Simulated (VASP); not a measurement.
Runs of VASP 6.6.1 on NaH. The structure is that of space group P6_3/mmc (No. 194), or close to it. The cells are those of the table. 

```tsv
task	level	potentials or basis	cell	k mesh	cutoff (eV)	smearing	gap on the mesh (eV)	pressure (GPa)	relaxed volume (Å³/atom)
single point	r2SCAN	VASP PAW PBE potentials, release 64 (Na_pv, H)	a = 3.319, b = 3.319, c = 5.831 Å, angles 90.0, 90.0, 120.0°, 4 atoms	12 × 12 × 4	520	gaussian 0.01 eV	(b)	-0.2	-
relaxation of cell and atoms	LDA	VASP PAW LDA potentials, release 64 (Na_pv, H)	relaxed from a = 3.345, b = 3.345, c = 5.885 Å, angles 90.0, 90.0, 120.0°, 4 atoms	12 × 12 × 4	600	fermi-dirac 0.02 eV	3.12	0.0	(c)
single point	PBE	VASP PAW PBE potentials, release 64 (Na_pv, H)	a = 3.345, b = 3.345, c = 5.885 Å, angles 90.0, 90.0, 120.0°, 4 atoms	12 × 12 × 6	520	fermi-dirac 0.02 eV	3.35	0.0	-
single point	PBE	VASP PAW PBE potentials, release 64 (Na_pv, H)	a = 3.319, b = 3.319, c = 5.831 Å, angles 90.0, 90.0, 120.0°, 4 atoms	12 × 12 × 4	520	fermi-dirac 0.02 eV	(a)	0.6	-
relaxation of cell and atoms	PBE	VASP PAW PBE potentials, release 64 (Na_pv, H)	relaxed from a = 2.800, b = 2.800, c = 4.564 Å, angles 90.0, 90.0, 120.0°, 4 atoms	12 × 12 × 6	600	fermi-dirac 0.02 eV	3.39	0.0	13.98
```

Alike in all rows: no spin polarisation.

Question: Fill in the values left out.

Answer: (a) 3.40; (b) 4.02; (c) 13.02.

Caveats: the PAW data sets were made with another functional, which shifts forces and pressure a little (at least some runs); the volume moved by over 15 % at a fixed basis, so the end points are rough (at least some runs).

A k mesh can miss the band edges.
